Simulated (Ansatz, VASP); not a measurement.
## Two plane-wave programs on RbCaH3

```xyz
5
Lattice="4.5470 0.0000 0.0000 0.0000 4.5470 0.0000 0.0000 0.0000 4.5470" Properties=species:S:1:pos:R:3 pbc="T T T"
Rb    0.0072    0.0072    0.0072
Ca    2.2735    2.2735    2.2735
H     0.0000    2.2735    2.2735
H     2.2735    0.0000    2.2735
H     2.2735    2.2735    0.0000
```

Change from the starting cell: all Rb atoms moved +0.013 Å, as atom 1 along Cartesian [1 1 1].

Alike in both runs: task single point; functional LDA; k mesh 6 × 6 × 6; occupations gaussian, width 0.05 eV; no spin polarisation.

```csv
,VASP,Ansatz
version,VASP 6.6.1,Ansatz 0.2.0
potentials or method,"VASP PAW LDA potentials, release 64 (Rb_sv, Ca_sv, H), cutoff 520 eV","scalar-relativistic, plane waves, PAW"
valence electrons in the cell,22,22
```

```tsv
	VASP	Ansatz	Ansatz less VASP
gap on the k mesh at the Fermi level (eV)	2.92	2.93	+0.009
least direct gap on the mesh (eV)	2.92	2.93	+0.009
pressure (GPa)	-2.4	-2.4	-0.02
rms of the force components (eV/Å)	0.004	0.004	0.0000
```

LDA's correlation is that of Perdew and Zunger in VASP and of Perdew and Wang (1992) in Ansatz. Atom by atom the forces differ by 0.000 eV/Å (rms over components).
